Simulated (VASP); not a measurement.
Here is a VASP 6.6.1 calculation.

Contents of POSCAR:

```
Si5Ge
1.0
    3.8731228747      0.0000000000      0.0000000000
   -1.9365614373      3.3542228015      0.0000000000
    0.0000000000      0.0000000000      9.4848246374
Si Ge
5 1
Direct
    0.0000000000      0.0000000000     -0.0032504489
    0.6666666667      0.3333333333      0.6665279476
    0.3333333333      0.6666666667      0.3366787532
    0.6666666667      0.3333333333      0.9153029420
    0.3333333333      0.6666666667      0.5846298178
    0.0000000000      0.0000000000      0.2501109882
```

Contents of INCAR.step1:

```
PREC = Accurate
ENCUT = 520
EDIFF = 1E-5
ISMEAR = 0
SIGMA = 0.01
LREAL = F
LASPH = T
NELM = 100
ALGO = Normal
ISIF = 2
LWAVE = T
LCHARG = F
GGA = PE
NBANDS = 26
KPAR = 2
```

Contents of INCAR.step2:

```
PREC = Accurate
ENCUT = 520
EDIFF = 1E-6
ISMEAR = 0
SIGMA = 0.01
LREAL = F
LASPH = T
NELM = 100
ALGO = Normal
ISIF = 2
LWAVE = F
LCHARG = F
GGA = PE
LHFCALC = T
AEXX = 0.25
PRECFOCK = Fast
ISTART = 1
NBANDS = 26
KPAR = 2
```

File KPOINTS:

```
Automatic mesh
0
Gamma
  6 6 2
```

Potentials or basis: VASP PAW PBE potentials, release 64 (Si, Ge_d).

The run is started by

```bash
$ cat potpaw_PBE.64/Si/POTCAR potpaw_PBE.64/Ge_d/POTCAR > POTCAR
$ cp INCAR.step1 INCAR
$ mpirun -np 2 vasp_std > vasp.out
$ cp INCAR.step2 INCAR
$ mpirun -np 2 vasp_std > vasp.out
```

Estimate the largest force.

0.037 eV/Å.

Predict the band gap on the k mesh.

1.89 eV (least direct gap 2.85 eV).

Predict the pressure.

-0.5 GPa.

Forces in eV/Å, atoms in the order of the input:
```
Si   0.000  0.000 -0.037
Si   0.000  0.000 -0.001
Si   0.000  0.000  0.033
Si   0.000  0.000 -0.009
Si   0.000  0.000  0.010
Ge   0.000  0.000  0.005
```

Caveat: the PAW data sets were made with another functional, which shifts forces and pressure a little. A k mesh can miss the band edges.
